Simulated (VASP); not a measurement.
A run of VASP 6.6.1 is set up as follows.

The input INCAR:

```
ALGO     = Normal         # electronic algorithm
EDIFF    = 1E-7           # SCF threshold, eV
EDIFFG   = -0.01          # ionic threshold
ENCUT    = 600            # plane-wave cutoff, eV
GGA      = PE             # functional
IBRION   = 2              # ionic algorithm
ISIF     = 3              # what is computed and relaxed
ISMEAR   = 0              # smearing method
LASPH    = T              # aspherical terms in the spheres
LCHARG   = F              # write CHGCAR
LREAL    = F              # projectors in reciprocal space
LWAVE    = F              # write WAVECAR
NELM     = 60             # most SCF steps
NSW      = 100            # ionic steps
PREC     = Accurate       # precision mode
SIGMA    = 0.1            # smearing width, eV
```

KPOINTS

```
k-points
0
Gamma
  12 12 6
```

POSCAR

```
Br
1.0
    4.9207555249      0.0000000000      0.0000000000
   -2.4603777624      4.2614992904      0.0000000000
    0.0000000000      0.0000000000      9.0173557380
Br
4
Direct
    0.0000000000      0.0000000000      0.7500000000
    0.0000000000      0.0000000000      0.2500000000
    0.3333333333      0.6666666667      0.7500000000
    0.6666666667      0.3333333333      0.2500000000
```

Potentials or basis: VASP PAW PBE potentials, release 64 (Br).

Command:

```console
$ cat potpaw_PBE.64/Br/POTCAR > POTCAR
$ mpirun -np 1 vasp_std > vasp.out
```

Problem. Estimate the relaxed cell.

Solution. a = 4.910 Å, b = 4.910 Å, c = 9.020 Å, α = 90.00°, β = 90.00°, γ = 120.00°.

Problem. Estimate the space group after relaxing (to 0.1 Å).

Solution. P6_3/mmc (No. 194).

Problem. Predict the band gap on the k mesh.

Solution. Zero (filled and empty bands touch).

Problem. Predict the relaxed volume.

Solution. 47.08 Å³/atom.

Final structure:
```xyz
4
Lattice="4.9099 0.0000 0.0000 -2.4550 4.2521 0.0000 0.0000 0.0000 9.0196" Properties=species:S:1:pos:R:3 pbc="T T T"
Br    4.9099    0.0000    6.7647
Br   -2.4550    4.2521    2.2549
Br    0.0000    2.8347    6.7647
Br    2.4550    1.4174    2.2549
```

Caveat: this functional lacks dispersion, which binds the layers, so the pressure and a relaxed spacing across them are unreliable.
